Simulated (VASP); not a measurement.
A run of VASP 6.6.1:

The input POSCAR:

```
Ta2N
1.0
    3.1538249076      0.0000000000      0.0000000000
   -1.5769124538      2.7312924890      0.0000000000
    0.0000000000      0.0000000000      4.9339252043
Ta N
2 1
Direct
    0.3333333333      0.6666666667      0.2547110000
    0.6666666667      0.3333333333      0.7452890000
    0.0000000000      0.0000000000      0.0000000000
```

The input INCAR.step1:

```
SYSTEM = Ta2N
ALGO     = Normal         ! electronic algorithm
EDIFF    = 1E-5           ! SCF threshold, eV
ENCUT    = 660            ! plane-wave cutoff, eV
GGA      = PE             ! functional
GGA_COMPAT= .FALSE.      
ISMEAR   = -1             ! smearing method
LASPH    = .TRUE.         ! aspherical terms in the spheres
LCHARG   = .FALSE.        ! write CHGCAR
LREAL    = .FALSE.        ! projectors in reciprocal space
LWAVE    = .TRUE.         ! write WAVECAR
NBANDS   = 22             ! bands
NELM     = 120            ! most SCF steps
PREC     = Accurate       ! precision mode
SIGMA    = 0.05           ! smearing width, eV
```

INCAR.step2

```
SYSTEM = Ta2N
ALGO     = Normal         ! electronic algorithm
EDIFF    = 1E-6           ! SCF threshold, eV
ENCUT    = 660            ! plane-wave cutoff, eV
GGA_COMPAT= .FALSE.      
ISIF     = 2              ! what is computed and relaxed
ISMEAR   = -1             ! smearing method
ISTART   = 1            
LASPH    = .TRUE.         ! aspherical terms in the spheres
LCHARG   = .TRUE.         ! write CHGCAR
LELF     = .TRUE.         ! ELF
LMIXTAU  = .TRUE.       
LREAL    = .FALSE.        ! projectors in reciprocal space
LVHAR    = .TRUE.       
LWAVE    = .FALSE.        ! write WAVECAR
METAGGA  = R2SCAN         ! meta-GGA
NBANDS   = 22             ! bands
NELM     = 120            ! most SCF steps
PREC     = Accurate       ! precision mode
SIGMA    = 0.05           ! smearing width, eV
```

File KPOINTS:

```
k-points
0
G
  10 10 6
  0 0 0
```

Potentials or basis: VASP PAW PBE potentials, release 64 (Ta_sv_GW, N).

Run with:

```console
$ cat potpaw_PBE.64/Ta_sv_GW/POTCAR potpaw_PBE.64/N/POTCAR > POTCAR
$ cp INCAR.step1 INCAR
$ mpirun -np 1 vasp_std > vasp.out
$ cp INCAR.step2 INCAR
$ mpirun -np 1 vasp_std > vasp.out
```

Hardware: 1 thread of Intel(R) Xeon(R) Platinum 8488C (Sapphire Rapids), with other jobs on the host.

Estimate the wall time of this run.

Run time: 5.4 min on 1 thread of Intel(R) Xeon(R) Platinum 8488C (Sapphire Rapids) (shared host), peak memory 0.25 GiB. Counts: k points 72.
